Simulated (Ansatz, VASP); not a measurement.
## One calculation of Ta4Mo, two programs

File INCAR:

```
SYSTEM = Ta4Mo
PREC = Accurate
ENCUT = 500
EDIFF = 1E-6
ISMEAR = 0
SIGMA = 0.1
LREAL = .FALSE.
LASPH = .TRUE.
NELM = 200
ALGO = Normal
ISIF = 2
LWAVE = .FALSE.
LCHARG = .FALSE.
ISPIN = 2
MAGMOM = 0 0 0 0 1
LORBIT = 11
LMAXMIX = 4
GGA = PE
NBANDS = 41
GGA_COMPAT = .FALSE.
```

Contents of KPOINTS:

```
Automatic mesh
0
G
  4 4 4
  0 0 0
```

POSCAR

```
Ta4Mo
1.0
   -3.0090284552      3.0090284552      3.0090284552
    3.0090284552     -3.0090284552      3.0090284552
    3.0090284552      3.0090284552     -3.0090284552
Ta Mo
4 1
Direct
    0.0000000000      0.0000000000      0.5000000000
    0.0000000000      0.5000000000      0.0000000000
    0.5000000000      0.0000000000      0.0000000000
    0.5000000000      0.5000000000      0.5000000000
    0.0000000000      0.0000000000      0.0000000000
```

Input for Ansatz:

```yaml
crystal:
  lattice:
    - [-3.0090284552, 3.0090284552, 3.0090284552]
    - [3.0090284552, -3.0090284552, 3.0090284552]
    - [3.0090284552, 3.0090284552, -3.0090284552]
  atoms:
    - { symbol: Ta, position: [0.0, 0.0, 0.5] }
    - { symbol: Ta, position: [0.0, 0.5, 0.0] }
    - { symbol: Ta, position: [0.5, 0.0, 0.0] }
    - { symbol: Ta, position: [0.5, 0.5, 0.5] }
    - { symbol: Mo, position: [0.0, 0.0, 0.0], spin: 1.0 }
basis:
  ecutwfc: 420
kpoints:
  mp_grid: { grid: [4, 4, 4] }
hamiltonian:
  xc: pbe
scf:
  occupations: { method: gaussian, width: 0.1 }
  lower_state_search: "off"
output:
  forces: true
  stress: true
  eigenvalues: true
  populations: true
magnetization:
  spin_polarized: true
```

Change from the starting cell: species swapped into the MnGa4 type (Im-3m, No. 229).

Alike in both runs: task single point; functional PBE; k mesh 4 × 4 × 4; occupations gaussian, width 0.1 eV; collinear spin.

```csv
,VASP,Ansatz
version,VASP 6.6.1,Ansatz 0.2.0
potentials or method,"VASP PAW PBE potentials, release 64 (Ta_pv, Mo_sv), cutoff 500 eV","scalar-relativistic, plane waves, PAW"
valence electrons in the cell,58,66
```

Ansatz gave:

| Item | Value |
| --- | --- |
| gap on the k mesh at the Fermi level (eV) | none |
| pressure (GPa) | 0.1 |
| net moment per atom (μB) | 0.00 |

Q: Which values does VASP return?

A: gap on the k mesh at the Fermi level (eV): none; pressure (GPa): 0.2; net moment per atom (μB): 0.00.

A gap of «none» marks a metal or a gap that the smearing closes. VASP's potentials hold 58 valence electrons a cell and Ansatz's 66, so a difference there can come from the potentials and not from the codes. Ansatz's warnings: seeded moment not kept.

The k mesh is coarse, so the values compare programs but aren't converged. Spin-orbit coupling is off throughout.
